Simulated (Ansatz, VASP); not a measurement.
## Two plane-wave programs on FeCo

```
Fe Co
1.0
     2.78680    0.00000    0.00000
     0.00000    2.78680    0.00000
     0.00000    0.00000    2.78680
Fe Co
1 1
Direct
  0.50000 0.50000 0.50000
  0.00000 0.00000 0.00000
```

Alike in both runs: task single point; functional PBE; k mesh 14 × 14 × 14; occupations gaussian, width 0.1 eV; collinear spin.

|  | VASP | Ansatz |
| --- | --- | --- |
| version | VASP 6.6.1 | Ansatz 0.2.0 |
| potentials or method | VASP PAW PBE potentials, release 64 (Fe, Co), cutoff 600 eV | scalar-relativistic, plane waves, PAW |
| valence electrons in the cell | 17 | 33 |

|  | VASP | Ansatz | Ansatz less VASP |
| --- | --- | --- | --- |
| gap on the k mesh at the Fermi level (eV) | none | none | - |
| pressure (GPa) | 13.1 | 14.0 | +0.89 |
| net moment per atom (μB) | 2.22 | 2.23 | +0.008 |
| size of the moment on the site where the two differ most (μB) | 1.74 | 1.81 | +0.075 |

Site moments also hang on the region over which each program counts them. A gap of «none» marks a metal or a gap that the smearing closes. With one functional, cell and mesh, what is left measures potentials, basis and numerics. VASP's potentials hold 17 valence electrons a cell and Ansatz's 33, so a difference there can come from the potentials and not from the codes.
